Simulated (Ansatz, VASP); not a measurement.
## Ir in VASP and in Ansatz

```xyz
2
Lattice="1.7968 1.0374 2.9330 -1.7968 1.0374 2.9330 0.0000 -2.0747 2.9330" Properties=species:S:1:pos:R:3 pbc="T T T"
Ir    0.0000    0.0000    2.1999
Ir    0.0000    0.0000    6.5992
```

Alike in both runs: functional PBEsol; k mesh 15 × 15 × 15; occupations gaussian, width 0.1 eV; no spin polarisation.

Ansatz relaxed the structure, and its values are those at the end. VASP's run is a single point on that final structure, the one shown.

|  | VASP | Ansatz |
| --- | --- | --- |
| version | VASP 6.6.1 | Ansatz 0.2.0 |
| potentials or method | VASP PAW PBE potentials, release 64 (Ir), cutoff 520 eV | scalar-relativistic, plane waves, PAW |
| valence electrons in the cell | 18 | 34 |

```csv
,VASP,Ansatz,Ansatz less VASP
gap on the k mesh at the Fermi level (eV),none,none,-
pressure (GPa),0.5,0.0,-0.46
```

VASP's potentials were made for PBE, not for PBEsol. A gap of «none» marks a metal or a gap that the smearing closes. The functional is the same, so the differences come from potentials, cutoffs and numerics. VASP's potentials hold 18 valence electrons a cell and Ansatz's 34, so a difference there can come from the potentials and not from the codes.

Spin-orbit coupling is off throughout.
